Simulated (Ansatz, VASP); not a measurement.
## Al in VASP and in Ansatz

File INCAR:

```
ALGO = Fast
EDIFF = 1E-6
ENCUT = 520
GGA = PE
ISIF = 2
ISMEAR = 0
IVDW = 12
LASPH = True
LCHARG = False
LREAL = False
LWAVE = False
NBANDS = 14
NELM = 80
PREC = Accurate
SIGMA = 0.15
```

The input KPOINTS:

```
k-points
0
Gamma
  18 18 6
```

Contents of POSCAR:

```
Al
1.0
    2.8316395073      0.0000000000      0.0000000000
   -1.4158197537      2.4522717477      0.0000000000
    0.0000000000      0.0000000000      8.5812835269
Al
4
Direct
    0.0000000000      0.0000000000      0.0000000000
    0.3333333333      0.6666666667      0.2500000000
    0.0000000000      0.0000000000      0.5000000000
    0.6666666667      0.3333333333      0.7500000000
```

Input for Ansatz:

```yaml
crystal:
  lattice:
    - [2.8316395073, 0.0, 0.0]
    - [-1.4158197537, 2.4522717477, 0.0]
    - [0.0, 0.0, 8.5812835269]
  atoms:
    - { symbol: Al, position: [0.0, 0.0, 0.0] }
    - { symbol: Al, position: [0.3333333333, 0.6666666667, 0.25] }
    - { symbol: Al, position: [0.0, 0.0, 0.5] }
    - { symbol: Al, position: [0.6666666667, 0.3333333333, 0.75] }
basis:
  ecutwfc: 420
kpoints:
  mp_grid: { grid: [18, 18, 6] }
hamiltonian:
  xc: pbe
  pseudopotentials: { kind: paw, azcp: { folder: soft_1 } }
  dispersion: d3bj
scf:
  occupations: { method: gaussian, width: 0.15 }
output:
  forces: true
  stress: true
  eigenvalues: true
```

Alike in both runs: task single point; functional PBE; dispersion D3(BJ); k mesh 18 × 18 × 6; occupations gaussian, width 0.15 eV; no spin polarisation.

```csv
,VASP,Ansatz
version,VASP 6.6.1,Ansatz 0.2.0
potentials or method,"VASP PAW PBE potentials, release 64 (Al), cutoff 520 eV","scalar-relativistic, plane waves, PAW"
valence electrons in the cell,12,12
```

```tsv
	VASP	Ansatz	Ansatz less VASP
gap on the k mesh at the Fermi level (eV)	none	none	-
pressure (GPa)	6.9	6.9	0.00
traceless stress, the component that is largest in VASP (GPa)	5.78	5.77	-0.002
```

A gap of «none» marks a metal or a gap that the smearing closes.
